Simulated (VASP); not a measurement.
Wanted: the native input for a VASP 6.6.1 run.

| Quantity | Value |
| --- | --- |
| Task | single point |
| Functional | PBE |
| Potentials or basis | VASP PAW PBE potentials, release 64 (Li_sv, Cl) |
| Cutoff | 520 eV |
| k mesh | 8 × 8 × 8 |
| Occupations | gaussian, width 0.05 eV |
| Spin | no spin polarisation |
| Dipole correction | no |
| Further INCAR settings | ALGO = Normal; EDIFF = 1e-07; NBANDS = 12 |

The structure of LiCl lies in POSCAR:

```
LiCl
1.0
    0.0000000000      2.3595792000      2.6673504000
    2.3595792000      0.0000000000      2.6673504000
    2.3595792000      2.3595792000      0.0000000000
Li Cl
1 1
Direct
    0.0000000000      0.0000000000      0.0000000000
    0.5000000000      0.5000000000      0.5000000000
```

This cell differs from its parent crystal: strain -0.080 along x and y, +0.040 along z.

One way to write it, as run:

INCAR

```
PREC = Accurate ; ENCUT = 520
EDIFF = 1E-7 ; ISMEAR = 0
SIGMA = 0.05 ; LREAL = F
LASPH = T ; NELM = 80
ALGO = Normal ; ISIF = 2
LWAVE = F ; LCHARG = F
GGA = PE ; NBANDS = 12
```

KPOINTS

```
Automatic mesh
0
Gamma
  8 8 8
```

Potentials or basis: VASP PAW PBE potentials, release 64 (Li_sv, Cl).

Run with:

```sh
$ cat potpaw_PBE.64/Li_sv/POTCAR potpaw_PBE.64/Cl/POTCAR > POTCAR
$ mpirun -np 1 vasp_std > vasp.out
```

Results of the run:

The band gap on the k mesh is 6.67 eV (least direct gap 6.88 eV).

Caveat: the cell differs from its parent crystal (strain -0.080 along x and y, +0.040 along z).

It took 20 s on 1 thread of Intel(R) Xeon(R) Platinum 8375C CPU @ 2.90GHz (Ice Lake), with other jobs on the host, peak memory 0.15 GiB.
